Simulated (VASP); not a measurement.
Here is a VASP 6.6.1 calculation.

Contents of INCAR:

```
PREC = Accurate ; ENCUT = 520
EDIFF = 1E-7 ; ISMEAR = -1
SIGMA = 0.1 ; LREAL = F
LASPH = T ; NELM = 100
ALGO = Normal ; ISIF = 2
LWAVE = F ; LCHARG = F
GGA = RP ; NBANDS = 21
```

The input KPOINTS:

```
regular mesh
0
Gamma
  12 12 6
```

POSCAR

```
Sn
1.0
    3.4113934630      0.0000000000      0.0000000000
   -1.7056967315      2.9543534013      0.0000000000
    0.0000000000      0.0000000000      5.6682920399
Sn
2
Direct
    0.3333333333      0.6666666667      0.2500000000
    0.6666666667      0.3333333333      0.7500000000
```

Potentials or basis: VASP PAW PBE potentials, release 64 (Sn_d).

Run with:

```console
$ cat potpaw_PBE.64/Sn_d/POTCAR > POTCAR
$ mpirun -np 1 vasp_std > vasp.out
```

**Question.** Estimate the pressure.

**Answer.** 0.1 GPa.

**Question.** Estimate the band gap on the k mesh.

**Answer.** Zero (band 14 reaches 13.34 eV, above the bottom of band 15 at 5.35 eV).

Stress tensor (GPa, compression positive):
```
 0.38  0.00  0.00
 0.00  0.38  0.00
 0.00  0.00 -0.53
```

Caveat: the PAW data sets were made with another functional, which shifts forces and pressure a little; spin-orbit coupling is left out, which moves the levels of the heavy elements.
